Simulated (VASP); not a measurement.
Here is a VASP 6.6.1 calculation.

The input INCAR:

```
ALGO = Normal ; EDIFF = 1E-7
ENCUT = 520 ; GGA = PS
ISIF = 2 ; ISMEAR = 0
LASPH = T ; LCHARG = F
LREAL = F ; LWAVE = F
NBANDS = 11 ; NELM = 80
PREC = Accurate ; SIGMA = 0.01
```

File KPOINTS:

```
k-points
0
Gamma
  8 8 8
```

The input POSCAR:

```
BeTe
1.0
    2.8588313528      2.8588313528      0.0000000000
   -2.8588313528      2.8588313528      0.0000000000
    0.0000000000      2.8588313528      2.7560258793
Be Te
1 1
Direct
    0.0000000000      0.0000000000      0.0000000000
    0.7500000000      0.2500000000      0.5000000000
```

Potentials or basis: VASP PAW PBE potentials, release 64 (Be, Te).

The run is started by

```bash
$ cat potpaw_PBE.64/Be/POTCAR potpaw_PBE.64/Te/POTCAR > POTCAR
$ mpirun -np 1 vasp_std > vasp.out
```

**Question.** What does it give for the pressure?

**Answer.** -1.1 GPa.

**Question.** What does it give for the band gap on the k mesh?

**Answer.** 1.60 eV, indirect (least direct gap 3.45 eV).

Stress tensor (GPa, compression positive):
```
-1.79  0.00  0.00
 0.00 -1.79  0.00
 0.00  0.00  0.22
```

Caveat: the cell differs from its parent crystal (in-plane strain +0.02, then relaxed in part); the PAW data sets were made with another functional, which shifts forces and pressure a little; spin-orbit coupling is left out, which moves the levels of the heavy elements. A k mesh can miss the band edges.
